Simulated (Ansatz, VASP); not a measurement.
# CsH: VASP beside Ansatz

POSCAR

```
CsH
1.0
    3.7442576262      0.0000000000      0.0000000000
    0.0000000000      3.7442576262      0.0000000000
    0.0000000000      0.0000000000      3.9711448816
Cs H
1 1
Direct
    0.0000000000      0.0000000000      0.0000000000
    0.5000000000      0.5000000000      0.5000000000
```

Contents of INCAR.step1:

```
SYSTEM = CsH
ALGO = Normal
EDIFF = 1E-4
ENCUT = 520
GGA = PE
ISMEAR = -1
LASPH = .True.
LCHARG = .False.
LREAL = .False.
LWAVE = .True.
NBANDS = 12
NELM = 100
PREC = Accurate
SIGMA = 0.01
```

The input INCAR.step2:

```
SYSTEM = CsH
ALGO = Normal
EDIFF = 1E-8
ENCUT = 520
ISIF = 2
ISMEAR = -1
ISTART = 1
LASPH = .True.
LCHARG = .False.
LEFG = .True.
LMIXTAU = .True.
LREAL = .False.
LWAVE = .False.
METAGGA = R2SCAN
NBANDS = 12
NELM = 100
PREC = Accurate
SIGMA = 0.01
```

The input KPOINTS:

```
k-points
0
Gamma
  8 8 8
  0 0 0
```

Input for Ansatz:

```yaml
crystal:
  lattice:
    - [3.7442576262, 0.0, 0.0]
    - [0.0, 3.7442576262, 0.0]
    - [0.0, 0.0, 3.9711448816]
  atoms:
    - { symbol: Cs, position: [0.0, 0.0, 0.0] }
    - { symbol: H, position: [0.5, 0.5, 0.5] }
kpoints:
  mp_grid: { grid: [8, 8, 8] }
scf:
  occupations: { method: fermi_dirac, width: 0.01 }
hamiltonian:
  xc: r2scan
  pseudopotentials: { kind: all_electron, datasets: crystal }
output:
  forces: true
  stress: true
  eigenvalues: true
  efg: { contact_densities: true }
```

Change from the starting cell: z stretched by +4 % at fixed volume, crystal datasets.

Alike in both runs: task electric field gradients; functional r2SCAN; k mesh 8 × 8 × 8; occupations fermi-dirac, width 0.01 eV; no spin polarisation.

|  | VASP | Ansatz |
| --- | --- | --- |
| version | VASP 6.6.1 | Ansatz 0.2.0 |
| potentials or method | VASP PAW PBE potentials, release 64 (Cs_sv, H), cutoff 520 eV | all-electron PAW with datasets made for the crystal, scalar-relativistic |

```csv
,VASP,Ansatz,Ansatz less VASP
gap on the k mesh at the Fermi level (eV),2.85,2.88,+0.034
pressure (GPa),0.1,0.0,-0.05
"traceless stress, the component that is largest in VASP (GPa)",-1.71,-1.69,+0.016
size of Vzz on the site where it differs most (V/Å²),27.4,29.0,+1.62
```

VASP's potentials were made for PBE, not for r2SCAN. Ansatz ran all-electron here, and VASP with PAW potentials.

Spin-orbit coupling is off throughout.
